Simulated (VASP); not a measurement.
Write the native input for VASP 6.6.1 that does the following.

- Task: single point
- Functional: PBE
- Potentials or basis: VASP PAW PBE potentials, release 64 (Ti_sv, O)
- Cutoff: 520 eV
- k mesh: 6 × 6 × 10
- Occupations: gaussian, width 0.02 eV
- Spin: no spin polarisation
- Hubbard terms: Ti d U = 4.0 eV
- Dipole correction: no
- Further INCAR settings: ALGO = Normal; EDIFF = 1e-07; NBANDS = 33

The structure of TiO2 lies in POSCAR:

```
TiO2
1.0
    4.6173002344      0.0000000000      0.0000000000
    0.0000000000      4.6173002344      0.0000000000
    0.0000000000      0.0000000000      3.0512043906
Ti O
2 4
Direct
    0.5000000000      0.5000000000      0.0000000000
    0.0000000000      0.0000000000      0.5000000000
    0.6941552738      0.6941552738      0.5000000000
    0.8058447262      0.1941552738      0.0000000000
    0.1941552738      0.8058447262      0.0000000000
    0.3058447262      0.3058447262      0.5000000000
```

This cell differs from its parent crystal: uniaxial strain along c: +1.5 %, then relaxed in part.

These files were run (other wordings do the same):

INCAR

```
SYSTEM = TiO2
ALGO = Normal
EDIFF = 1E-7
ENCUT = 520
GGA = PE
ISIF = 2
ISMEAR = 0
LASPH = .True.
LCHARG = .False.
LDAU = .True.
LDAUJ = 0 0
LDAUL = 2 -1
LDAUPRINT = 1
LDAUTYPE = 2
LDAUU = 4 0
LMAXMIX = 4
LREAL = .False.
LWAVE = .False.
NBANDS = 33
NELM = 150
PREC = Accurate
SIGMA = 0.02
```

KPOINTS

```
k-points
0
Gamma
  6 6 10
  0 0 0
```

Potentials or basis: VASP PAW PBE potentials, release 64 (Ti_sv, O).

Launch:

```sh
$ cat potpaw_PBE.64/Ti_sv/POTCAR potpaw_PBE.64/O/POTCAR > POTCAR
$ mpirun -np 1 vasp_std > vasp.out
```

It gave:

The pressure is 2.1 GPa. The largest force is 0.119 eV/Å and the band gap on the k mesh is 2.28 eV.

Caveat: the cell differs from its parent crystal (uniaxial strain along c: +1.5 %, then relaxed in part).

Run time: 3.4 min on 1 thread of Intel Xeon 8259CL (shared host), peak memory 0.24 GiB.
